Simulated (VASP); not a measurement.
## Mg2ZnO3: single point with HSE06

Mg2ZnO3:

```
Mg Zn O
1.0
     2.99120    0.00000    0.00000
    -1.49560    2.59046    0.00000
     0.00000    0.00000    7.30611
Mg Zn O
2 1 3
Direct
  0.33333 0.66667 0.66592
  0.66667 0.33333 0.33408
  0.00000 0.00000 0.00000
  0.33333 0.66667 0.17174
  0.66667 0.33333 0.82826
  0.00000 0.00000 0.50000
```

| Property | Result |
| --- | --- |
| Program | VASP 6.6.1 |
| Task | single point |
| Functional | HSE06 |
| Potentials or basis | VASP PAW PBE potentials, release 64 (Mg, Zn, O) |
| Cutoff | 520 eV |
| k mesh | 6 × 6 × 2 |
| Occupations | gaussian, width 0.01 eV |
| Spin | no spin polarisation |
| Dipole correction | no |
| Grid for exact exchange (PRECFOCK) | Fast |
| Further INCAR settings | ALGO = Normal; EDIFF = 1e-06; NBANDS = 26 |
| Share of exact exchange | 0.25 |
| Screening parameter | 0.2079 1/Å |

| Item | Value |
| --- | --- |
| Pressure | 0.3 GPa |
| Largest force | 0.079 eV/Å |
| Band gap on the k mesh | 4.92 eV (least direct gap 5.03 eV) |

Forces on the atoms (eV/Å):
```
Mg   0.000  0.000 -0.038
Mg   0.000  0.000  0.038
Zn   0.000  0.000  0.000
O    0.000  0.000  0.079
O    0.000  0.000 -0.079
O    0.000  0.000  0.000
```

Stress tensor (GPa, compression positive):
```
0.29 0.00 0.00
0.00 0.29 0.00
0.00 0.00 0.41
```

Levels at points of the mesh, in eV from the valence-band top:
```tsv
k point	band 13	band 14	band 15	band 16	band 17	band 18	band 19	band 20	band 21	band 22
(0.00, 0.00, 0.00)	-0.45	-0.43	-0.43	-0.11	-0.11	4.92	8.36	8.75	13.67	14.22
(0.50, 0.00, 0.00)	-2.01	-1.82	-1.27	-0.88	-0.45	8.86	9.50	10.67	11.54	13.55
(0.00, 0.00, 0.50)	-0.77	-0.76	-0.76	0.00	0.00	6.01	7.28	8.86	14.11	15.10
(0.50, 0.00, 0.50)	-2.12	-1.90	-1.47	-0.35	-0.32	8.68	9.13	11.08	12.51	12.80
```

Run time: 19 min on 1 thread of Intel(R) Xeon(R) 6975P-C (Granite Rapids), with other jobs on the host, peak memory 0.29 GiB.

Caveat: the k points lie up to 0.43 Å⁻¹ apart; the PAW data sets were made with another functional, which shifts forces and pressure a little. A k mesh can miss the band edges.
